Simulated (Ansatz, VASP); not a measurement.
W2S in VASP and in Ansatz

```
W S
1.0
     3.10157    0.00000    0.00000
    -1.55078    2.68604    0.00000
     0.00000    0.00000   10.82375
W S
4 2
Direct
  0.33333 0.66667 0.59719
  0.66667 0.33333 0.09719
  0.33333 0.66667 0.90281
  0.66667 0.33333 0.40281
  0.33333 0.66667 0.25000
  0.66667 0.33333 0.75000
```

Alike in both runs: functional PBE; k mesh 6 × 6 × 2; occupations gaussian, width 0.1 eV; no spin polarisation.

Ansatz relaxed the structure, and its values are those at the end. VASP's run is a single point on that final structure, the one shown.

```csv
,VASP,Ansatz
version,VASP 6.6.1,Ansatz 0.2.0
potentials or method,"VASP PAW PBE potentials, release 64 (W_sv, S), cutoff 520 eV","scalar-relativistic, plane waves, PAW"
valence electrons in the cell,68,68
```

VASP gave:

- gap on the k mesh at the Fermi level (eV): none
- pressure (GPa): 0.4
- rms of the force components (eV/Å): 0.013

Problem. Estimate Ansatz's values.

Solution. gap on the k mesh at the Fermi level (eV): none; pressure (GPa): 0.0; rms of the force components (eV/Å): 0.000.

A gap of «none» marks a metal or a gap that the smearing closes. The functional is the same, so the differences come from potentials, cutoffs and numerics.

The k mesh is coarse, so the values compare programs but aren't converged. Neither program's run includes spin-orbit coupling.
